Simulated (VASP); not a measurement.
Crystal: HfC.

```
Hf C
1.0
     2.90089    0.00000    0.00000
     0.00000    2.90089    0.00000
     0.00000    0.00000    2.90089
Hf C
1 1
Direct
  0.00000 0.00000 0.00000
  0.50000 0.50000 0.50000
```

Base run:

- Program: VASP 6.6.1
- Functional: PBE
- Potentials or basis: VASP PAW PBE potentials, release 64 (Hf_pv, C)
- Cutoff: 520 eV
- k mesh: 18 × 18 × 18
- Occupations: gaussian, width 0.05 eV
- Spin: no spin polarisation

Its results: band gap on the k mesh zero (band 7 reaches 7.67 eV, above the bottom of band 8 at 5.75 eV); pressure -1.3 GPa.

Problem. The run is repeated on the same cell with these changes: dispersion from none to D3(BJ). What comes out?

Solution. Band gap on the k mesh zero (band 7 reaches 7.67 eV, above the bottom of band 8 at 5.75 eV); pressure -6.3 GPa.

Dispersion adds attraction, which lowers the pressure at fixed volume and, as a term added to the energy, leaves the levels alone.

Caveats: spin-orbit coupling is left out, which moves the levels of the heavy elements; pairwise dispersion overbinds metals, which lowers pressure and volume (some runs).
